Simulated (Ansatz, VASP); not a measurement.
Two plane-wave programs on Ag

```
CELL_PARAMETERS angstrom
0.00000 1.99967 1.99967
1.99967 0.00000 1.99967
1.99967 1.99967 0.00000
ATOMIC_POSITIONS crystal
Ag 0.00000 0.00000 0.00000
```

Alike in both runs: functional LDA; k mesh 17 × 17 × 17; occupations fermi-dirac, width 0.05 eV; no spin polarisation.

Ansatz relaxed the structure, and its values are those at the end. VASP's run is a single point on that final structure, the one shown.

|  | VASP | Ansatz |
| --- | --- | --- |
| version | VASP 6.6.1 | Ansatz 0.2.0 |
| potentials or method | VASP PAW LDA potentials, release 64 (Ag) | PAW with Ansatz's default frozen-core files, scalar-relativistic |
| plane-wave cutoff (eV) | 500 | 420 |
| valence electrons in the cell | 11 | 19 |

|  | VASP | Ansatz | Ansatz less VASP |
| --- | --- | --- | --- |
| pressure (GPa) | 0.2 | 0.0 | -0.19 |

LDA's correlation is that of Perdew and Zunger in VASP and of Perdew and Wang (1992) in Ansatz. VASP's potentials hold 11 valence electrons a cell and Ansatz's 19, so a difference there can come from the potentials and not from the codes.
